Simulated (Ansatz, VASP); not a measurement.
One calculation of Cs, two programs

```
CELL_PARAMETERS angstrom
0.00000 3.63371 3.63371
3.63371 0.00000 3.63371
3.63371 3.63371 0.00000
ATOMIC_POSITIONS crystal
Cs 0.00000 0.00000 0.00000
```

Alike in both runs: functional LDA; k mesh 10 × 10 × 10; occupations fermi-dirac, width 0.05 eV; no spin polarisation.

Ansatz relaxed the structure, and its values are those at the end. VASP's run is a single point on that final structure, the one shown.

|  | VASP | Ansatz |
| --- | --- | --- |
| version | VASP 6.6.1 | Ansatz 0.2.0 |
| potentials or method | VASP PAW LDA potentials, release 64 (Cs_sv) | PAW with Ansatz's default frozen-core files, scalar-relativistic |
| plane-wave cutoff (eV) | 500 | 420 |
| valence electrons in the cell | 9 | 9 |

```tsv
	VASP	Ansatz	Ansatz less VASP
pressure (GPa)	0.0	0.0	+0.01
```

LDA's correlation is that of Perdew and Zunger in VASP and of Perdew and Wang (1992) in Ansatz.

Neither program's run includes spin-orbit coupling.
